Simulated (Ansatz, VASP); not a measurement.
One calculation of GeIrRu3, two programs

```
CELL_PARAMETERS angstrom
5.03192 0.00000 0.00000
-2.51596 4.35777 0.00000
0.00000 0.00000 4.57181
ATOMIC_POSITIONS crystal
Ge 0.00000 0.00000 0.00000
Ru 0.50000 0.00000 0.00000
Ru 0.00000 0.50000 0.00000
Ru 0.50000 0.50000 0.00000
Ir 0.00000 0.00000 0.50000
```

Alike in both runs: functional PBE; k mesh 6 × 6 × 4; occupations gaussian, width 0.1 eV; no spin polarisation.

Ansatz relaxed the structure, and its values are those at the end. VASP's run is a single point on that final structure, the one shown.

|  | VASP | Ansatz |
| --- | --- | --- |
| version | VASP 6.6.1 | Ansatz 0.2.0 |
| potentials or method | VASP PAW PBE potentials, release 64 (Ge_d, Ru_pv, Ir), cutoff 520 eV | scalar-relativistic, plane waves, PAW |
| valence electrons in the cell | 65 | 79 |

```tsv
	VASP	Ansatz	Ansatz less VASP
gap on the k mesh at the Fermi level (eV)	none	none	-
pressure (GPa)	0.3	0.0	-0.28
```

A gap of «none» marks a metal or a gap that the smearing closes. With one functional, cell and mesh, what is left measures potentials, basis and numerics. VASP's potentials hold 65 valence electrons a cell and Ansatz's 79, so a difference there can come from the potentials and not from the codes.

Spin-orbit coupling is off throughout.
